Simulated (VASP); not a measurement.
Set up this calculation in VASP 6.6.1, as the native input.

```yaml
Task: single point
Functional: PBE
Potentials_or_basis: VASP PAW PBE potentials, release 64 (Mg)
Cutoff: 520 eV
k_mesh: 12 × 12 × 7
Occupations: gaussian, width 0.1 eV
Spin: no spin polarisation
Dipole_correction: no
Further_INCAR_settings: ALGO = Normal; EDIFF = 1e-06; NBANDS = 9
```

The structure of Mg lies in POSCAR:

```
Mg
1.0
    3.0950015819      0.0000000000      0.0000000000
   -1.5475007910      2.6803499947      0.0000000000
    0.0000000000      0.0000000000      5.2455872340
Mg
2
Direct
    0.6666666667      0.3333333333      0.2500000000
    0.3333333333      0.6666666667      0.7500000000
```

One way to write it, as run:

INCAR

```
PREC     = Accurate       # precision mode
ENCUT    = 520            # plane-wave cutoff, eV
EDIFF    = 1E-6           # SCF threshold, eV
ISMEAR   = 0              # smearing method
SIGMA    = 0.1            # smearing width, eV
LREAL    = F              # projectors in reciprocal space
LASPH    = T              # aspherical terms in the spheres
NELM     = 80             # most SCF steps
ALGO     = Normal         # electronic algorithm
ISIF     = 2              # what is computed and relaxed
LWAVE    = F              # write WAVECAR
LCHARG   = F              # write CHGCAR
GGA      = PE             # functional
NBANDS   = 9              # bands
```

KPOINTS

```
regular mesh
0
Gamma
  12 12 7
```

Potentials or basis: VASP PAW PBE potentials, release 64 (Mg).

Run with:

```sh
$ cat potpaw_PBE.64/Mg/POTCAR > POTCAR
$ mpirun -np 1 vasp_std > vasp.out
```

It gave:

The pressure is 2.1 GPa and the band gap on the k mesh is zero (band 2 reaches 4.00 eV, above the bottom of band 3 at 1.28 eV).

Wall time 29 s on 1 thread of Intel Xeon 8259CL, on a shared host, peak memory 0.17 GiB.
